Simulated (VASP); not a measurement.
# SnTe (I4/mmm) in VASP: single point with LDA

Aim: the single point of SnTe with LDA.

Everything below comes from runs of VASP 6.6.1. Logs are shortened: lines on timing, memory, paths and dates and some standing lists are left out, and cuts for length are marked.

### Step 1. The cell of the first run

It takes space group I4/mmm (No. 139, tetragonal). Conventional cell: a = 4.464 Å, b = 4.464 Å, c = 6.124 Å, α = 90.00°, β = 90.00°, γ = 90.00°. Within 4.0 Å of Sn (site symmetry 4/mmm) lie 6 Te at 3.06 to 3.16 Å. Within 4.0 Å of Te (site symmetry 4/mmm) lie 6 Sn at 3.06 to 3.16 Å.

### Step 2. Single point, LDA (zz strain of -3 %)

Input file INCAR:

```
SYSTEM = SnTe
PREC = Accurate ; ENCUT = 520
EDIFF = 1E-6 ; ISMEAR = -1
SIGMA = 0.08 ; LREAL = .False.
LASPH = .True. ; NELM = 60
ALGO = Normal ; ISIF = 2
LWAVE = .False. ; LCHARG = .False.
NBANDS = 17
```

Input file KPOINTS:

```
Automatic mesh
0
Gamma
  11 11 11
  0 0 0
```

Input file POSCAR:

```
SnTe
1.0
    0.0000000000      3.1565000000      3.0618050000
    3.1565000000      0.0000000000      3.0618050000
    3.1565000000      3.1565000000      0.0000000000
Sn Te
1 1
Direct
    0.0000000000      0.0000000000      0.0000000000
    0.5000000000      0.5000000000      0.5000000000
```

Potentials or basis: VASP PAW LDA potentials, release 64 (Sn_d, Te).

Command:

```console
$ cat potpaw_LDA.64/Sn_d/POTCAR potpaw_LDA.64/Te/POTCAR > POTCAR
$ mpirun -np 1 vasp_std > vasp.out
```

OUTCAR:

```text
SYSTEM = SnTe
   PREC = Accurate
   ENCUT = 520
   EDIFF = 1E-6
   ISMEAR = -1
   LREAL = .False.
   LASPH = .True.
   NELM = 60
   ISIF = 2

 ion  position               nearest neighbor table
   1  0.000  0.000  0.000-   2 3.06   2 3.06   2 3.16   2 3.16   2 3.16   2 3.16
   2  0.500  0.500  0.500-   1 3.06   1 3.06   1 3.16   1 3.16   1 3.16   1 3.16

  LATTYP: Found a body centered tetragonal cell.
 ALAT       =     4.4639651096
 C/A-ratio  =     1.3717871555

  Lattice vectors:

 A1 = (   0.0000000000,  -3.1565000000,  -3.0618050000)
 A2 = (   0.0000000000,   3.1565000000,  -3.0618050000)
 A3 = (   3.1565000000,   0.0000000000,   3.0618050000)

Analysis of symmetry for initial positions (statically):
=====================================================================
 Subroutine PRICEL returns:
 Original cell was already a primitive cell.

 Routine SETGRP: Setting up the symmetry group for a
 body centered tetragonal supercell.

 Subroutine GETGRP returns: Found 16 space group operations
 (whereof 16 operations were pure point group operations)
 out of a pool of 16 trial point group operations.

The static configuration has the point symmetry D_4h.

Analysis of symmetry for dynamics (positions and initial velocities):
=====================================================================
 Subroutine PRICEL returns:
 Original cell was already a primitive cell.

 Routine SETGRP: Setting up the symmetry group for a
 body centered tetragonal supercell.

 Subroutine GETGRP returns: Found 16 space group operations
 (whereof 16 operations were pure point group operations)
 out of a pool of 16 trial point group operations.

The dynamic configuration has the point symmetry D_4h.

 Subroutine INISYM returns: Found 16 space group operations
 (whereof 16 operations are pure point group operations),
 and found     1 'primitive' translations

----------------------------------------------------------------------------------------

                                     Primitive cell

  volume of cell :      61.0125

  direct lattice vectors                    reciprocal lattice vectors
     0.000000000  3.156500000  3.061805000    -0.158403295  0.158403295  0.163302366
     3.156500000  0.000000000  3.061805000     0.158403295 -0.158403295  0.163302366
     3.156500000  3.156500000  0.000000000     0.158403295  0.158403295 -0.163302366

  length of vectors
     4.397515447  4.397515447  4.463965110     0.277219895  0.277219895  0.277219895

  position of ions in fractional coordinates (direct lattice)
     0.000000000  0.000000000  0.000000000
     0.500000000  0.500000000  0.500000000

  ion indices of the primitive-cell ions
   primitive index   ion index
                 1           1
                 2           2

----------------------------------------------------------------------------------------

 KPOINTS: Automatic mesh

Automatic generation of k-mesh.
 Grid dimensions read from file:
 generate k-points for:   11   11   11

 Generating k-lattice:

  Cartesian coordinates                     Fractional coordinates (reciprocal lattice)
    -0.014400300  0.014400300  0.014845670     0.090909091  0.000000000  0.000000000
     0.014400300 -0.014400300  0.014845670     0.000000000  0.090909091  0.000000000
     0.014400300  0.014400300 -0.014845670     0.000000000  0.000000000  0.090909091

  Length of vectors
     0.025201809  0.025201809  0.025201809

  Shift w.r.t. Gamma in fractional coordinates (k-lattice)
     0.000000000  0.000000000  0.000000000

 Subroutine IBZKPT returns following result:
 ===========================================

 Found    126 irreducible k-points:

 Following reciprocal coordinates:
            Coordinates               Weight
  0.000000  0.000000  0.000000      1.000000
  0.090909 -0.000000  0.000000      8.000000
  0.181818 -0.000000  0.000000      8.000000
  0.272727  0.000000  0.000000      8.000000
  0.363636 -0.000000  0.000000      8.000000
  0.454545  0.000000  0.000000      8.000000
[... 16 lines left out ...]
 -0.272727  0.181818  0.000000      8.000000
 -0.181818  0.181818  0.000000      4.000000
 [... further k-points ...]
   k-points           NKPTS =    126   k-points in BZ     NKDIM =    126   number of bands    NBANDS=     17
   number of dos      NEDOS =    301   number of ions     NIONS =      2
   total plane-waves  NPLWV =  46656
   dimension x,y,z NGX =    36 NGY =   36 NGZ =   36
   dimension x,y,z NGXF=    72 NGYF=   72 NGZF=   72
   ions per type =               1   1
   NGX,Y,Z   is equivalent  to a cutoff of  13.61, 13.61, 13.41 a.u.
   NGXF,Y,Z  is equivalent  to a cutoff of  27.22, 27.22, 26.81 a.u.
 SYSTEM =  SnTe
   PREC   = accura    normal or accurate (medium, high low for compatibility)
   ISTART =      0    job   : 0-new  1-cont  2-samecut
   ICHARG =      2    charge: 1-file 2-atom 10-const
   ISPIN  =      1    spin polarized calculation?
   LNONCOLLINEAR =      F non collinear calculations
   LSORBIT =      F    spin-orbit coupling
   LASPH  =      T    aspherical Exc in radial PAW
   ENCUT  =  520.0 eV  38.22 Ry    6.18 a.u.   8.18  8.18  8.30*2*pi/ulx,y,z
   NELM   =     60;   NELMIN=  2; NELMDL= -5     # of ELM steps
   EDIFF  = 0.1E-05   stopping-criterion for ELM
   LREAL  =      F    real-space projection
   EDIFFG = 0.1E-04   stopping-criterion for IOM
   NSW    =      0    number of steps for IOM
   IBRION =     -1    ionic relax: 0-MD 1-quasi-New 2-CG
   NFREE  =      0    steps in history (QN), initial steepest desc. (CG)
   ISIF   =      2    stress and relaxation
   ISYM   =      2    0-nonsym 1-usesym 2-fastsym
   POTIM  = 0.5000    time-step for ionic-motion
   TEBEG  =    0.0;   TEEND  =   0.0 temperature during run
   PSTRESS=    0.0 pullay stress
   NELECT =      20.0000    total number of electrons
   NUPDOWN=      -1.0000    fix difference up-down
   EMIN   =  10.00;   EMAX   =-10.00  energy-range for DOS
   EFERMI =   0.00;   METHOD = LEGACY
   ISMEAR =    -1;   SIGMA  =   0.08  broadening in eV -4-tet -1-fermi 0-gaus
   EFERMI_NEDOS =   21; number of points for ismear=-14 and -15
   IALGO  =     38    algorithm
   IMIX   =      4    mixing-type and parameters
     AMIX     =   0.40;   BMIX     =  1.00
     AMIX_MAG =   1.60;   BMIX_MAG =  1.00
  volume/ion in A,a.u.               =      30.51       205.87
  Fermi-wavevector in a.u.,A,eV,Ry     =   1.128786  2.133097 17.335984  1.274159
  Thomas-Fermi vector in A             =   2.265478
   LORBIT       =      0    0 simple, 1 ext, 2 COOP (PROOUT), +10 PAW based schemes
   GGA     = CA    functional components
   LHFCALC =     F    Hartree Fock is set to
   AEXX    =    0.0000 exact exchange contribution
   IVDW    =     0    specifies the selected vdW correction
   LEPSILON=     F    determine dielectric tensor
   LRPA    =     F    only Hartree local field effects (RPA)
 non-spin polarized calculation
  energy-cutoff  :      520.00
  volume of cell :       61.01
 maximum number of plane-waves:      1660
 NGX is ok and might be reduce to    36
   NGX = 17   NGY = 17   NGZ = 17

 number of electron      19.9999995 magnetization

 Free energy of the ion-electron system (eV)
  ---------------------------------------------------
  ext. energy  EPLUGINS =         0.00000000
  ---------------------------------------------------
  free energy    TOTEN  =        -8.81611312 eV

  energy without entropy =       -8.81343072  energy(sigma->0) =       -8.81477192

 E-fermi :   7.0352     XC(G=0):  -9.8478

 val. band max:        6.8704652835   @ k =   0.4545   0.0000   0.0000
 cond. band min:       7.2783148118   @ k =   0.4545   0.0000   0.0000
 fundamental gap:      0.4078495282
 Fermi energy:         7.0352315884

 k-point     1 :       0.0000    0.0000    0.0000
  band No.  band energies     occupation
      1     -14.7494      2.00000
      2     -14.7422      2.00000
      3     -14.7391      2.00000
      4     -14.7326      2.00000
      5     -14.7326      2.00000
      6      -5.9547      2.00000
[... 9 lines left out ...]
     16      11.9373      0.00000
     17      13.7632      0.00000

 k-point     2 :       0.0909   -0.0000    0.0000
  band No.  band energies     occupation
      1     -14.7496      2.00000
      2     -14.7428      2.00000
      3     -14.7388      2.00000
      4     -14.7323      2.00000
      5     -14.7321      2.00000
      6      -5.8820      2.00000
[... 9 lines left out ...]
     16      12.0464      0.00000
     17      14.2934      0.00000

 k-point     3 :       0.1818   -0.0000    0.0000
  band No.  band energies     occupation
      1     -14.7504      2.00000
      2     -14.7443      2.00000
      3     -14.7379      2.00000
      4     -14.7313      2.00000
      5     -14.7306      2.00000
      6      -5.6701      2.00000
[... 9 lines left out ...]
     16      12.5002      0.00000
     17      15.5181      0.00000

 k-point     4 :       0.2727    0.0000    0.0000
  band No.  band energies     occupation
      1     -14.7517      2.00000
      2     -14.7463      2.00000
      3     -14.7368      2.00000
      4     -14.7298      2.00000
      5     -14.7283      2.00000
      6      -5.3416      2.00000
[... 9 lines left out ...]
     16      13.2449      0.00000
     17      17.0754      0.00000
[... 343 lines left out ...]
      1     -14.7523      2.00000
      2     -14.7515      2.00000
      3     -14.7352      2.00000
      4     -14.7273      2.00000
      5     -14.7247      2.00000
      6      -4.5816      2.00000
[... 9 lines left out ...]
     16      14.2512      0.00000
     17      17.6466      0.00000

 k-point    23 :      -0.2727    0.1818    0.0000
  band No.  band energies     occupation
      1     -14.7528      2.00000
      2     -14.7489      2.00000
      3     -14.7342      2.00000
      4     -14.7292      2.00000
      5     -14.7266      2.00000
      6      -4.9080      2.00000
[... 9 lines left out ...]
     16      15.7005      0.00000
     17      16.3993      0.00000

 k-point    24 :      -0.1818    0.1818    0.0000
  band No.  band energies     occupation
      1     -14.7526      2.00000
      2     -14.7464      2.00000
      3     -14.7344      2.00000
      4     -14.7308      2.00000
      5     -14.7286      2.00000
      6      -5.2541      2.00000
[... 9 lines left out ...]
     16      15.0359      0.00000
     17      15.5806      0.00000

 [... further k-points ...]

------------------------ aborting loop because EDIFF is reached ----------------------------------------

  FORCE on cell =-STRESS in cart. coord.  units (eV):
  Direction    XX          YY          ZZ          XY          YZ          ZX
  --------------------------------------------------------------------------------------
  -------------------------------------------------------------------------------------
  Total       -0.6304432     -0.6304432      1.0755961      0.0000000     -0.0000000      0.0000000
  in kB      -16.5553155    -16.5553155     28.2449414      0.0000000     -0.0000000      0.0000000
  external PRESSURE =      -1.6218965 kB  Pullay stress =       0.0000000 kB

 VOLUME and BASIS-vectors are now :
 -----------------------------------------------------------------------------
  energy-cutoff  :      520.00
  volume of cell :       61.01
      direct lattice vectors                 reciprocal lattice vectors
     0.000000000  3.156500000  3.061805000    -0.158403295  0.158403295  0.163302366
     3.156500000  0.000000000  3.061805000     0.158403295 -0.158403295  0.163302366
     3.156500000  3.156500000  0.000000000     0.158403295  0.158403295 -0.163302366

 POSITION                                       TOTAL-FORCE (eV/Angst)
 -----------------------------------------------------------------------------------
      0.00000      0.00000      0.00000         0.000000      0.000000      0.000000
      3.15650      3.15650      3.06181         0.000000      0.000000      0.000000
 -----------------------------------------------------------------------------------
    total drift:                               -0.000000      0.000000      0.000000

  FREE ENERGIE OF THE ION-ELECTRON SYSTEM (eV)
  ---------------------------------------------------
  free  energy   TOTEN  =        -8.8161131190 eV

  energy  without entropy=       -8.8134307213  energy(sigma->0) =       -8.81477192
```

Wall time 1.9 min (1 thread of Intel Xeon 6975P-C, shared host); peak memory 0.27 GiB.

What came out:

| Item | Value |
| --- | --- |
| Free energy | -8.8161 eV |
| Pressure | -0.2 GPa |
| Band gap on the k mesh | 0.41 eV, direct |

Levels at points of the mesh, in eV from the valence-band top:
| k point | band 7 | band 8 | band 9 | band 10 | band 11 | band 12 | band 13 | band 14 |
| --- | --- | --- | --- | --- | --- | --- | --- | --- |
| (0.00, 0.00, 0.00) | -4.50 | -2.24 | -1.89 | -1.89 | 3.27 | 3.27 | 4.05 | 4.85 |

Caveat: the cell differs from its parent crystal (zz strain of -3 %); spin-orbit coupling is left out, which moves the levels of the heavy elements. A k mesh can miss the band edges.
